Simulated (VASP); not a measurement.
# Cu3H in VASP: notebook, part 2 of 2

VASP 6.6.1.

## Step 3: Single point, r2SCAN

Input file POSCAR:

```
Cu3H
1.0
    2.5305027254      0.0000000000      0.0000000000
   -1.2652513627      2.1914796445      0.0000000000
    0.0000000000      0.0000000000     23.1298555601
Cu H
3 1
Direct
    0.3333333333      0.6666666667      0.3674904055
    0.6666666667      0.3333333333      0.4572663658
    0.3333333333      0.6666666667      0.5496358971
    0.0000000000      0.0000000000      0.5862488229
```

Input file INCAR.step1:

```
SYSTEM = Cu3H
ALGO = Normal
DIPOL = 0.5 0.5 0.490
EDIFF = 1E-4
ENCUT = 520
GGA = PE
IDIPOL = 3
ISMEAR = 0
LASPH = .True.
LCHARG = .False.
LDIPOL = .True.
LREAL = .False.
LWAVE = .True.
NBANDS = 25
NELM = 80
PREC = Accurate
SIGMA = 0.1
```

Input file INCAR.step2:

```
SYSTEM = Cu3H
ALGO = Normal
DIPOL = 0.5 0.5 0.490
EDIFF = 1E-6
ENCUT = 520
IDIPOL = 3
ISIF = 2
ISMEAR = 0
ISTART = 1
LASPH = .True.
LCHARG = .False.
LDIPOL = .True.
LMIXTAU = .True.
LREAL = .False.
LWAVE = .False.
METAGGA = R2SCAN
NBANDS = 25
NELM = 80
PREC = Accurate
SIGMA = 0.1
```

Input file KPOINTS:

```
k-points
0
Gamma
  12 12 1
  0 0 0
```

Potentials or basis: VASP PAW PBE potentials, release 64 (Cu, H).

Launch:

```bash
> cat potpaw_PBE.64/Cu/POTCAR potpaw_PBE.64/H/POTCAR > POTCAR
> cp INCAR.step1 INCAR
> mpirun -np 1 vasp_std > vasp.out
> cp INCAR.step2 INCAR
> mpirun -np 1 vasp_std > vasp.out
```

OUTCAR:

```text
SYSTEM = Cu3H
   EDIFF = 1E-6
   ENCUT = 520
   ISIF = 2
   ISMEAR = 0
   ISTART = 1
   LASPH = .True.
   LREAL = .False.
   METAGGA = R2SCAN
   NELM = 80
   PREC = Accurate

 ion  position               nearest neighbor table
   1  0.333  0.667  0.367-   2 2.54   2 2.54   2 2.54
   2  0.667  0.333  0.457-   1 2.54   1 2.54   1 2.54   3 2.59   3 2.59   3 2.59
   3  0.333  0.667  0.550-   4 1.69   4 1.69   4 1.69   2 2.59   2 2.59   2 2.59
   4  0.000  0.000  0.586-   3 1.69   3 1.69   3 1.69

  LATTYP: Found a hexagonal cell.
 ALAT       =     2.5305027254
 C/A-ratio  =     9.1404191459

  Lattice vectors:

 A1 = (   2.5305027254,   0.0000000000,   0.0000000000)
 A2 = (  -1.2652513627,   2.1914796445,   0.0000000000)
 A3 = (   0.0000000000,   0.0000000000,  23.1298555601)

Analysis of symmetry for initial positions (statically):
=====================================================================
 Subroutine PRICEL returns:
 Original cell was already a primitive cell.

 Routine SETGRP: Setting up the symmetry group for a
 hexagonal supercell.

 Subroutine GETGRP returns: Found  6 space group operations
 (whereof  6 operations were pure point group operations)
 out of a pool of 24 trial point group operations.

The static configuration has the point symmetry C_3v.

Analysis of symmetry for dynamics (positions and initial velocities):
=====================================================================
 Subroutine PRICEL returns:
 Original cell was already a primitive cell.

 Routine SETGRP: Setting up the symmetry group for a
 hexagonal supercell.

 Subroutine GETGRP returns: Found  6 space group operations
 (whereof  6 operations were pure point group operations)
 out of a pool of 24 trial point group operations.

[... 120 lines left out ...]
  Fermi-wavevector in a.u.,A,eV,Ry     =   1.051628  1.987288 15.046971  1.105921
  Thomas-Fermi vector in A             =   2.186678
   LORBIT       =      0    0 simple, 1 ext, 2 COOP (PROOUT), +10 PAW based schemes
   METAGGA = R2SCAN    functional components
   LHFCALC =     F    Hartree Fock is set to
   AEXX    =    0.0000 exact exchange contribution
   IVDW    =     0    specifies the selected vdW correction
   LEPSILON=     F    determine dielectric tensor
   LRPA    =     F    only Hartree local field effects (RPA)
 non-spin polarized calculation
 Gauss-broadening in eV      SIGMA  =   0.10
  energy-cutoff  :      520.00
  volume of cell :      128.27
 maximum number of plane-waves:      3495
 NGX is ok and might be reduce to    20
   NGX =  9   NGY =  9   NGZ = 87

 dipolmoment           0.000000      0.000000      0.014450 electrons x Angstroem

 number of electron      33.9999985 magnetization

 dipolmoment           0.000000      0.000000     -0.002074 electrons x Angstroem

 Free energy of the ion-electron system (eV)
  ---------------------------------------------------
  ext. energy  EPLUGINS =         0.00000000
  ---------------------------------------------------
  free energy    TOTEN  =       -35.04800803 eV

  energy without entropy =      -35.04058782  energy(sigma->0) =      -35.04429792

 E-fermi :  -1.2281     XC(G=0):  -4.6101

 val. band max:       -1.4551307899   @ k =   0.2500   0.0833   0.0000
 cond. band min:      -1.1752783683   @ k =   0.3333   0.2500   0.0000
 fundamental gap:      0.2798524217
 Fermi energy:        -1.2280601812

 k-point     1 :       0.0000    0.0000    0.0000
  band No.  band energies     occupation
      1     -11.6011      2.00000
      2      -9.7845      2.00000
      3      -7.3602      2.00000
      4      -5.2014      2.00000
      5      -4.8923      2.00000
      6      -4.8922      2.00000
[... 521 lines left out ...]
     24       8.0555      0.00000
     25       9.4120      0.00000

------------------------ aborting loop because EDIFF is reached ----------------------------------------

 vacuum level on the upper side and lower side of the slab       (xc-potential included)        -0.030         0.039

  FORCE on cell =-STRESS in cart. coord.  units (eV):
  Direction    XX          YY          ZZ          XY          YZ          ZX
  --------------------------------------------------------------------------------------
  -------------------------------------------------------------------------------------
  Total       -0.5744492     -0.5744492      0.0551893      0.0000000      0.0000000     -0.0000000
  in kB       -7.1753818     -7.1753818      0.6893639      0.0000000      0.0000000     -0.0000000
  external PRESSURE =      -4.5537999 kB  Pullay stress =       0.0000000 kB

 VOLUME and BASIS-vectors are now :
 -----------------------------------------------------------------------------
  energy-cutoff  :      520.00
  volume of cell :      128.27
      direct lattice vectors                 reciprocal lattice vectors
     2.530502725  0.000000000  0.000000000     0.395178393  0.228156351  0.000000000
    -1.265251363  2.191479645  0.000000000     0.000000000  0.456312703  0.000000000
     0.000000000  0.000000000 23.129855560     0.000000000  0.000000000  0.043234165

 POSITION                                       TOTAL-FORCE (eV/Angst)
 -----------------------------------------------------------------------------------
     -0.00000      1.46099      8.50000        -0.000000      0.000000     -0.022563
      1.26525      0.73049     10.57650         0.000000     -0.000000      0.000925
     -0.00000      1.46099     12.71300         0.000000      0.000000      0.022617
      0.00000      0.00000     13.55985        -0.000000      0.000000     -0.000979
 -----------------------------------------------------------------------------------
    total drift:                                0.000007     -0.000004     -0.006916

  FREE ENERGIE OF THE ION-ELECTRON SYSTEM (eV)
  ---------------------------------------------------
  free  energy   TOTEN  =       -35.0480080301 eV

  energy  without entropy=      -35.0405878174  energy(sigma->0) =      -35.04429792

 vacuum level on the upper side and lower side of the slab         3.580         3.650
```

It took 4 min on 1 thread of Intel Xeon 6975P-C (Granite Rapids), shared host; peak memory 0.3 GiB.

What came out:

```
Free energy            : -35.0480 eV
Largest force          : 0.023 eV/Å
Band gap on the k mesh : zero (bands 17 and 18 overlap by 5.71 eV)
```

Forces in eV/Å, atoms in the order of the input:
```
Cu   0.000  0.000 -0.023
Cu   0.000  0.000  0.001
Cu   0.000  0.000  0.023
H    0.000  0.000 -0.001
```

Caveat: the PAW data sets were made with another functional, which shifts forces and pressure a little.

## Step 4: Single point, r2SCAN

Input file POSCAR:

```
Cu3H
1.0
    2.5305027254      0.0000000000      0.0000000000
   -1.2652513627      2.1914796445      0.0000000000
    0.0000000000      0.0000000000     23.1298555601
Cu H
3 1
Direct
    0.3333333334      0.6666666667      0.3674904055
    0.6674829668      0.3349659336      0.4571788154
    0.3360331021      0.6720662042      0.5496847635
   -0.3310076651     -0.6620153303      0.5862891246
```

Input file INCAR.step1:

```
ALGO     = Normal         # electronic algorithm
DIPOL    = 0.5 0.5 0.490
EDIFF    = 1E-4           # SCF threshold, eV
ENCUT    = 520            # plane-wave cutoff, eV
GGA      = PE             # functional
IDIPOL   = 3            
ISMEAR   = 0              # smearing method
LASPH    = T              # aspherical terms in the spheres
LCHARG   = F              # write CHGCAR
LDIPOL   = T            
LREAL    = F              # projectors in reciprocal space
LWAVE    = T              # write WAVECAR
NBANDS   = 25             # bands
NELM     = 100            # most SCF steps
PREC     = Accurate       # precision mode
SIGMA    = 0.1            # smearing width, eV
```

Input file INCAR.step2:

```
ALGO     = Normal         # electronic algorithm
DIPOL    = 0.5 0.5 0.490
EDIFF    = 1E-6           # SCF threshold, eV
ENCUT    = 520            # plane-wave cutoff, eV
IDIPOL   = 3            
ISIF     = 2              # what is computed and relaxed
ISMEAR   = 0              # smearing method
ISTART   = 1            
LASPH    = T              # aspherical terms in the spheres
LCHARG   = T              # write CHGCAR
LDIPOL   = T            
LELF     = T              # ELF
LMIXTAU  = T            
LREAL    = F              # projectors in reciprocal space
LVACPOTAV= T            
LVHAR    = T            
LWAVE    = F              # write WAVECAR
METAGGA  = R2SCAN         # meta-GGA
NBANDS   = 25             # bands
NELM     = 100            # most SCF steps
PREC     = Accurate       # precision mode
SIGMA    = 0.1            # smearing width, eV
```

Input file KPOINTS:

```
k-points
0
Gamma
  12 12 1
```

Potentials or basis: VASP PAW PBE potentials, release 64 (Cu, H).

Launch:

```bash
> cat potpaw_PBE.64/Cu/POTCAR potpaw_PBE.64/H/POTCAR > POTCAR
> cp INCAR.step1 INCAR
> mpirun -np 1 vasp_std > vasp.out
> cp INCAR.step2 INCAR
> mpirun -np 1 vasp_std > vasp.out
```

OUTCAR:

```text
EDIFF = 1E-6
   ENCUT = 520
   ISIF = 2
   ISMEAR = 0
   ISTART = 1
   LASPH = T
   LREAL = F
   METAGGA = R2SCAN
   NELM = 100
   PREC = Accurate

 ion  position               nearest neighbor table
   1  0.333  0.667  0.367-   2 2.54   2 2.54   2 2.54
   2  0.667  0.335  0.457-   1 2.54   1 2.54   1 2.54   3 2.59   3 2.59   3 2.59
   3  0.336  0.672  0.550-   4 1.69   4 1.69   4 1.69   2 2.59   2 2.59   2 2.59
   4  0.669  0.338  0.586-   3 1.69   3 1.69   3 1.69

  LATTYP: Found a hexagonal cell.
 ALAT       =     2.5305027254
[... 876 lines left out ...]
  -------------------------------------------------------------------------------------
  Total       -0.5939203     -0.5695493      0.0971289      0.0000000     -0.0099861      0.0000000
  in kB       -7.4185939     -7.1141787      1.2132268      0.0000000     -0.1247349      0.0000000
  external PRESSURE =      -4.4398486 kB  Pullay stress =       0.0000000 kB

 VOLUME and BASIS-vectors are now :
 -----------------------------------------------------------------------------
  energy-cutoff  :      520.00
  volume of cell :      128.27
      direct lattice vectors                 reciprocal lattice vectors
     2.530502725  0.000000000  0.000000000     0.395178393  0.228156351  0.000000000
    -1.265251363  2.191479645  0.000000000     0.000000000  0.456312703  0.000000000
     0.000000000  0.000000000 23.129855560     0.000000000  0.000000000  0.043234165

 POSITION                                       TOTAL-FORCE (eV/Angst)
 -----------------------------------------------------------------------------------
      0.00000      1.46099      8.50000        -0.000000      0.003470     -0.033145
      1.26525      0.73407     10.57448        -0.000000      0.003044      0.009024
     -0.00000      1.47282     12.71413         0.000000     -0.012934      0.004029
      1.26525      0.74069     13.56078        -0.000000      0.006419      0.020093
 -----------------------------------------------------------------------------------
    total drift:                               -0.000003     -0.003475     -0.003640

  FREE ENERGIE OF THE ION-ELECTRON SYSTEM (eV)
  ---------------------------------------------------
  free  energy   TOTEN  =       -35.0410740433 eV

  energy  without entropy=      -35.0336269129  energy(sigma->0) =      -35.03735048

 vacuum level on the upper side and lower side of the slab         3.596         3.642
```

OUTCAR.step1:

```text
EDIFF = 1E-4
   ENCUT = 520
   GGA = PE
   ISMEAR = 0
   LASPH = T
   LREAL = F
   NELM = 100
[... 906 lines left out ...]
     -0.00000      1.47282     12.71413        -0.000000     -0.010796      0.069743
      1.26525      0.74069     13.56078        -0.000000      0.005635      0.164040
 -----------------------------------------------------------------------------------
    total drift:                               -0.000000      0.000928      0.008706

  FREE ENERGIE OF THE ION-ELECTRON SYSTEM (eV)
  ---------------------------------------------------
  free  energy   TOTEN  =       -13.7426382414 eV

  energy  without entropy=      -13.7348508333  energy(sigma->0) =      -13.73874454

 vacuum level on the upper side and lower side of the slab         3.609         3.648
```

It took 9.3 min on 1 thread of Intel Xeon 6975P-C (Granite Rapids), shared host; peak memory 0.34 GiB.

Results:

```
Free energy            : -35.0411 eV
Largest force          : 0.033 eV/Å
Band gap on the k mesh : zero (bands 17 and 18 overlap by 5.52 eV)
```

Forces on the atoms (eV/Å):
```
Cu   0.000  0.003 -0.033
Cu   0.000  0.003  0.009
Cu   0.000 -0.013  0.004
H    0.000  0.006  0.020
```

Caveat: the PAW data sets were made with another functional, which shifts forces and pressure a little.

## Step 5: Summary

```tsv
cell	gap on the mesh (eV)	largest force (eV/Å)
as given, atomic positions A	none	0.07
as given, atomic positions B	none	0.02
as given, atomic positions C	none	0.03
```

Alike in all rows: task single point; level r2SCAN; potentials or basis VASP PAW PBE potentials, release 64 (Cu, H); no spin polarisation; k mesh 12 × 12 × 1; cutoff (eV) 520; smearing gaussian 0.1 eV.

Caveats: the PAW data sets were made with another functional, which shifts forces and pressure a little.

Absolute energies hang on the potentials; compare differences alone.

The gap in the log of VASP goes by the Fermi energy; the results here count the filled bands.